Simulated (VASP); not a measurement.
# SnO2 (Cm) in VASP: notebook, part 2 of 2

VASP 6.6.1.

## (6) Single point, PBE (atom 3 (O) moved by -0.587 Å along [0 1 0] and +0.000 Å along [0 0 1])

INCAR

```
SYSTEM = SnO2
PREC     = Accurate       ! precision mode
ENCUT    = 520            ! plane-wave cutoff, eV
EDIFF    = 1E-6           ! SCF threshold, eV
ISMEAR   = 0              ! smearing method
SIGMA    = 0.05           ! smearing width, eV
LREAL    = .FALSE.        ! projectors in reciprocal space
LASPH    = .TRUE.         ! aspherical terms in the spheres
NELM     = 100            ! most SCF steps
ALGO     = Normal         ! electronic algorithm
ISIF     = 2              ! what is computed and relaxed
LWAVE    = .FALSE.        ! write WAVECAR
LCHARG   = .FALSE.        ! write CHGCAR
GGA      = PE             ! functional
NBANDS   = 35             ! bands
```

KPOINTS

```
regular mesh
0
G
  10 10 10
  0 0 0
```

POSCAR

```
SnO2
1.0
   -2.0262505044      2.0262505044      5.1806864801
    2.0262505044     -2.0262505044      5.1806864801
    2.0262505044      2.0262505044     -5.1806864801
Sn O
2 4
Direct
    0.7500000000      0.2500000000      0.5000000000
    0.0000000000      0.0000000000      0.0000000000
    0.6528232495      0.7975980438     -0.1447747943
    0.9524019562      0.4524019562      0.5000000000
    0.2024019562      0.2024019562      0.0000000000
    0.5475980438      0.0475980438      0.5000000000
```

Potentials or basis: VASP PAW PBE potentials, release 64 (Sn_d, O).

On the command line:

```bash
$ cat potpaw_PBE.64/Sn_d/POTCAR potpaw_PBE.64/O/POTCAR > POTCAR
$ mpirun -np 1 vasp_std > vasp.out
```

OUTCAR:

```text
SYSTEM = SnO2
   PREC = Accurate
   ENCUT = 520
   EDIFF = 1E-6
   ISMEAR = 0
   LREAL = .FALSE.
   LASPH = .TRUE.
   NELM = 100
   ISIF = 2
   GGA = PE

 ion  position               nearest neighbor table
   1  0.750  0.250  0.500-   5 2.09   5 2.09   6 2.10   4 2.10   3 2.17   3 2.17   2 3.29   2 3.29
                             2 3.29   2 3.29
   2  0.000  0.000  0.000-   6 2.09   4 2.09   6 2.09   4 2.09   5 2.10   3 2.18   1 3.29   1 3.29
                             1 3.29   1 3.29
   3  0.653  0.798  0.855-   1 2.17   1 2.17   2 2.18
   4  0.952  0.452  0.500-   2 2.09   2 2.09   1 2.10
   5  0.202  0.202  0.000-   1 2.09   1 2.09   2 2.10
   6  0.548  0.048  0.500-   2 2.09   2 2.09   1 2.10

  LATTYP: Found a body centered tetragonal cell.
 ALAT       =     4.0525010088
 C/A-ratio  =     2.5567847948

  Lattice vectors:

 A1 = (  -2.0262505044,   2.0262505044,   5.1806864801)
 A2 = (   2.0262505044,  -2.0262505044,   5.1806864801)
 A3 = (   2.0262505044,   2.0262505044,  -5.1806864801)

Analysis of symmetry for initial positions (statically):
=====================================================================
 Subroutine PRICEL returns:
 Original cell was already a primitive cell.

 Routine SETGRP: Setting up the symmetry group for a
 body centered tetragonal supercell.

 Subroutine GETGRP returns: Found  2 space group operations
 (whereof  2 operations were pure point group operations)
 out of a pool of 16 trial point group operations.

The static configuration has the point symmetry C_1h.

Analysis of symmetry for dynamics (positions and initial velocities):
=====================================================================
 Subroutine PRICEL returns:
 Original cell was already a primitive cell.

 Routine SETGRP: Setting up the symmetry group for a
 body centered tetragonal supercell.

 Subroutine GETGRP returns: Found  2 space group operations
 (whereof  2 operations were pure point group operations)
 out of a pool of 16 trial point group operations.

The dynamic configuration has the point symmetry C_1h.

 Subroutine INISYM returns: Found  2 space group operations
 (whereof  2 operations are pure point group operations),
 and found     1 'primitive' translations

----------------------------------------------------------------------------------------

                                     Primitive cell

  volume of cell :      85.0812

  direct lattice vectors                    reciprocal lattice vectors
    -2.026250504  2.026250504  5.180686480     0.000000000  0.246761197  0.096512306
     2.026250504 -2.026250504  5.180686480     0.246761197  0.000000000  0.096512306
     2.026250504  2.026250504 -5.180686480     0.246761197  0.246761197  0.000000000

  length of vectors
     5.920379601  5.920379601  5.920379601     0.264963608  0.264963608  0.348973032

  position of ions in fractional coordinates (direct lattice)
     0.750000000  0.250000000  0.500000000
     0.000000000  0.000000000  0.000000000
     0.652823250  0.797598044  0.855225206
     0.952401956  0.452401956  0.500000000
     0.202401956  0.202401956  0.000000000
     0.547598044  0.047598044  0.500000000

[... 37 lines left out ...]
  0.000000  0.000000  0.000000      1.000000
  0.100000 -0.000000  0.000000      2.000000
 -0.000000  0.100000  0.000000      4.000000
 -0.000000  0.100000 -0.100000      2.000000
  0.200000 -0.000000  0.000000      2.000000
 -0.000000  0.200000  0.000000      4.000000
[... 16 lines left out ...]
  0.300000  0.100000  0.000000      4.000000
 -0.000000  0.400000 -0.100000      4.000000
 [... further k-points ...]
   k-points           NKPTS =    282   k-points in BZ     NKDIM =    282   number of bands    NBANDS=     35
   number of dos      NEDOS =    301   number of ions     NIONS =      6
   total plane-waves  NPLWV = 110592
   dimension x,y,z NGX =    48 NGY =   48 NGZ =   48
   dimension x,y,z NGXF=    96 NGYF=   96 NGZF=   96
   ions per type =               2   4
   NGX,Y,Z   is equivalent  to a cutoff of  13.48, 13.48, 13.48 a.u.
   NGXF,Y,Z  is equivalent  to a cutoff of  26.96, 26.96, 26.96 a.u.
 SYSTEM =  SnO2
   PREC   = accura    normal or accurate (medium, high low for compatibility)
   ISTART =      0    job   : 0-new  1-cont  2-samecut
   ICHARG =      2    charge: 1-file 2-atom 10-const
   ISPIN  =      1    spin polarized calculation?
   LNONCOLLINEAR =      F non collinear calculations
   LSORBIT =      F    spin-orbit coupling
   LASPH  =      T    aspherical Exc in radial PAW
   ENCUT  =  520.0 eV  38.22 Ry    6.18 a.u.  11.01 11.01 11.01*2*pi/ulx,y,z
   NELM   =    100;   NELMIN=  2; NELMDL= -5     # of ELM steps
   EDIFF  = 0.1E-05   stopping-criterion for ELM
   LREAL  =      F    real-space projection
   EDIFFG = 0.1E-04   stopping-criterion for IOM
   NSW    =      0    number of steps for IOM
   IBRION =     -1    ionic relax: 0-MD 1-quasi-New 2-CG
   NFREE  =      0    steps in history (QN), initial steepest desc. (CG)
   ISIF   =      2    stress and relaxation
   ISYM   =      2    0-nonsym 1-usesym 2-fastsym
   POTIM  = 0.5000    time-step for ionic-motion
   TEBEG  =    0.0;   TEEND  =   0.0 temperature during run
   PSTRESS=    0.0 pullay stress
   NELECT =      52.0000    total number of electrons
   NUPDOWN=      -1.0000    fix difference up-down
   EMIN   =  10.00;   EMAX   =-10.00  energy-range for DOS
   EFERMI =   0.00;   METHOD = LEGACY
   ISMEAR =     0;   SIGMA  =   0.05  broadening in eV -4-tet -1-fermi 0-gaus
   EFERMI_NEDOS =   21; number of points for ismear=-14 and -15
   IALGO  =     38    algorithm
   IMIX   =      4    mixing-type and parameters
     AMIX     =   0.40;   BMIX     =  1.00
     AMIX_MAG =   1.60;   BMIX_MAG =  1.00
  volume/ion in A,a.u.               =      14.18        95.69
  Fermi-wavevector in a.u.,A,eV,Ry     =   1.389307  2.625409 26.261594  1.930173
  Thomas-Fermi vector in A             =   2.513350
   LORBIT       =      0    0 simple, 1 ext, 2 COOP (PROOUT), +10 PAW based schemes
   GGA     = PE    functional components
   LHFCALC =     F    Hartree Fock is set to
   AEXX    =    0.0000 exact exchange contribution
   IVDW    =     0    specifies the selected vdW correction
   LEPSILON=     F    determine dielectric tensor
   LRPA    =     F    only Hartree local field effects (RPA)
 non-spin polarized calculation
 Gauss-broadening in eV      SIGMA  =   0.05
  energy-cutoff  :      520.00
  volume of cell :       85.08
 maximum number of plane-waves:      2310
 NGX is ok and might be reduce to    48
   NGX = 21   NGY = 21   NGZ = 21

 number of electron      52.0000000 magnetization

 Free energy of the ion-electron system (eV)
  ---------------------------------------------------
  ext. energy  EPLUGINS =         0.00000000
  ---------------------------------------------------
  free energy    TOTEN  =       -36.45397387 eV

  energy without entropy =      -36.45397387  energy(sigma->0) =      -36.45397387

 E-fermi :   4.2500     XC(G=0): -10.1474

 val. band max:        3.9794513513   @ k =   0.3000   0.2000   0.2000
 cond. band min:       5.0121950159   @ k =   0.0000   0.0000   0.0000
 fundamental gap:      1.0327436646
 Fermi energy:         4.2499993560

 k-point     1 :       0.0000    0.0000    0.0000
  band No.  band energies     occupation
      1     -16.7019      2.00000
      2     -16.6173      2.00000
      3     -16.4218      2.00000
      4     -16.0598      2.00000
      5     -16.0092      2.00000
      6     -16.0090      2.00000
[... 901 lines left out ...]
     34      15.2763      0.00000
     35      15.6640      0.00000

 [... further k-points ...]

------------------------ aborting loop because EDIFF is reached ----------------------------------------

  FORCE on cell =-STRESS in cart. coord.  units (eV):
  Direction    XX          YY          ZZ          XY          YZ          ZX
  --------------------------------------------------------------------------------------
  -------------------------------------------------------------------------------------
  Total       -0.8858377     -0.4687684     -0.1227926      0.0000000      0.5304607      0.0000000
  in kB      -16.6813497     -8.8274523     -2.3123272      0.0000000      9.9891886      0.0000000
  external PRESSURE =      -9.2737098 kB  Pullay stress =       0.0000000 kB

 VOLUME and BASIS-vectors are now :
 -----------------------------------------------------------------------------
  energy-cutoff  :      520.00
  volume of cell :       85.08
      direct lattice vectors                 reciprocal lattice vectors
    -2.026250504  2.026250504  5.180686480     0.000000000  0.246761197  0.096512306
     2.026250504 -2.026250504  5.180686480     0.246761197  0.000000000  0.096512306
     2.026250504  2.026250504 -5.180686480     0.246761197  0.246761197  0.000000000

 POSITION                                       TOTAL-FORCE (eV/Angst)
 -----------------------------------------------------------------------------------
      0.00000      2.02625      2.59034        -0.000000     -0.593805      0.237248
      0.00000      0.00000      0.00000         0.000000     -0.456396     -0.324803
      2.02625      1.43955      3.08352         0.000000      2.000347      0.339345
      0.00000      2.02625      4.68751         0.000000      0.413602     -0.124527
      0.00000      0.00000      2.09716        -0.000000     -1.135370     -0.239795
      0.00000      2.02625      0.49318         0.000000     -0.228378      0.112532
 -----------------------------------------------------------------------------------
    total drift:                                0.000000      0.000062      0.000006

  FREE ENERGIE OF THE ION-ELECTRON SYSTEM (eV)
  ---------------------------------------------------
  free  energy   TOTEN  =       -36.4539738738 eV

  energy  without entropy=      -36.4539738738  energy(sigma->0) =      -36.45397387
```

Run time: 25 min. Hardware: 1 thread of Oxide Virtual Turin-like, shared host; peak memory 0.75 GiB.

Results:

```
Free energy            : -36.4540 eV
Pressure               : -0.9 GPa
Largest force          : 2.029 eV/Å
Band gap on the k mesh : 1.03 eV (least direct gap 1.46 eV)
```

Forces in eV/Å, atoms in the order of the input:
```
Sn   0.000 -0.594  0.237
Sn   0.000 -0.456 -0.325
O    0.000  2.000  0.339
O    0.000  0.414 -0.125
O    0.000 -1.135 -0.240
O    0.000 -0.228  0.113
```

Caveat: the cell differs from its parent crystal (atom 3 (O) moved by -0.587 Å along [0 1 0] and +0.000 Å along [0 0 1]); spin-orbit coupling is left out, which moves the levels of the heavy elements; forces of over 1 eV/Å act on the atoms, so gaps and moduli don't describe the material at rest. A k mesh can miss the band edges.

## (7) The runs side by side

```csv
cell,gap on the mesh (eV),pressure (GPa),largest force (eV/Å)
"as given, atomic positions A",0.15,-1.1,3.25
"as given, atomic positions B",none,55.6,59.21
"as given, atomic positions C",0.40,-1.9,4.09
"as given, atomic positions D",none,35.4,31.57
"as given, atomic positions E",1.03,-0.9,2.03
```

Alike in all rows: task single point; level PBE; potentials or basis VASP PAW PBE potentials, release 64 (Sn_d, O); no spin polarisation; k mesh 10 × 10 × 10; cutoff (eV) 520; smearing gaussian 0.05 eV.

Caveats: spin-orbit coupling is left out, which moves the levels of the heavy elements; forces of over 1 eV/Å act on the atoms, so gaps and moduli don't describe the material at rest; the cell stands under pressure (at least some runs); semilocal functionals underestimate gaps, so a narrow gap can read as zero (at least some runs); atoms lie so close that the PAW spheres overlap strongly, which falsifies energies and pressures (at least some runs).

Absolute energies hang on the potentials; compare differences alone.
